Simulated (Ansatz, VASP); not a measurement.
**One calculation of SiC, two programs**

POSCAR

```
SiC
1.0
    3.0138491184      0.0000000000      0.0000000000
   -1.5069245592      2.6100698997      0.0000000000
    0.0000000000      0.0000000000      4.9471459332
Si C
2 2
Direct
    0.3333333333      0.6666666667     -0.0003531283
    0.6666666667      0.3333333333      0.4996468717
    0.3333333333      0.6666666667      0.3753531283
    0.6666666667      0.3333333333      0.8753531283
```

INCAR.step1

```
SYSTEM = SiC
PREC = Accurate
ENCUT = 520
EDIFF = 1E-5
ISMEAR = 0
SIGMA = 0.01
LREAL = .False.
LASPH = .True.
NELM = 100
ALGO = Normal
ISIF = 2
LWAVE = .True.
NBANDS = 16
GGA = PE
```

The input INCAR.step2:

```
SYSTEM = SiC
PREC = Accurate
ENCUT = 520
EDIFF = 1E-6
ISMEAR = 0
SIGMA = 0.01
LREAL = .False.
LASPH = .True.
NELM = 100
ALGO = Normal
ISIF = 2
LWAVE = .False.
LCHARG = .True.
GGA = PE
LHFCALC = .True.
HFSCREEN = 0.2079
PRECFOCK = Normal
LELF = .True.
LVHAR = .True.
NBANDS = 16
ISTART = 1
```

File KPOINTS:

```
regular mesh
0
Gamma
  6 6 4
  0 0 0
```

Input for Ansatz:

```yaml
crystal:
  lattice:
    - [3.0138491184, 0.0, 0.0]
    - [-1.5069245592, 2.6100698997, 0.0]
    - [0.0, 0.0, 4.9471459332]
  atoms:
    - { symbol: Si, position: [0.3333333333, 0.6666666667, -0.0003531283] }
    - { symbol: Si, position: [0.6666666667, 0.3333333333, 0.4996468717] }
    - { symbol: C, position: [0.3333333333, 0.6666666667, 0.3753531283] }
    - { symbol: C, position: [0.6666666667, 0.3333333333, 0.8753531283] }
kpoints:
  mp_grid: { grid: [6, 6, 4] }
  band_path:
    path:
      - [0.0, 0.0, 0.0]
      - [0.5, 0.0, 0.0]
      - [0.3333333333, 0.3333333333, 0.0]
      - [0.0, 0.0, 0.5]
      - [0.5, 0.0, 0.5]
      - [0.3333333333, 0.3333333333, 0.5]
      - [0.0, 0.0, -0.005208]
    npoints: 1
hamiltonian:
  xc: hse06
scf:
  occupations: { method: fixed }
  n_extra_bands: 5
output:
  forces: true
  stress: true
  eigenvalues: true
  write_density: true
  write_potential: true
  elf: true
  volumetric_format: npy
```

Change from the starting cell: hydrostatic strain -2.0%.

Alike in both runs: task single point; functional HSE06; k mesh 6 × 6 × 4; no spin polarisation.

|  | VASP | Ansatz |
| --- | --- | --- |
| version | VASP 6.6.1 | Ansatz 0.2.0 |
| potentials or method | VASP PAW PBE potentials, release 64 (Si, C) | plane waves, PAW |
| plane-wave cutoff (eV) | 520 | 420 |
| occupations | gaussian, width 0.01 eV | fixed |
| valence electrons in the cell | 16 | 16 |

Ansatz gave:

| Quantity | Value |
| --- | --- |
| gap on the k mesh at the Fermi level (eV) | 3.06 |
| pressure (GPa) | 14.4 |
| traceless stress, the component that is largest in VASP (GPa) | -0.58 |
| rms of the force components (eV/Å) | 0.012 |

Q: Which values does VASP return?

A: gap on the k mesh at the Fermi level (eV): 3.06; pressure (GPa): 13.9; traceless stress, the component that is largest in VASP (GPa): -0.53; rms of the force components (eV/Å): 0.011.

Atom by atom the forces differ by 0.001 eV/Å (rms over components). Ansatz's warnings: stress exchange threshold loose, stress scf threshold loose.
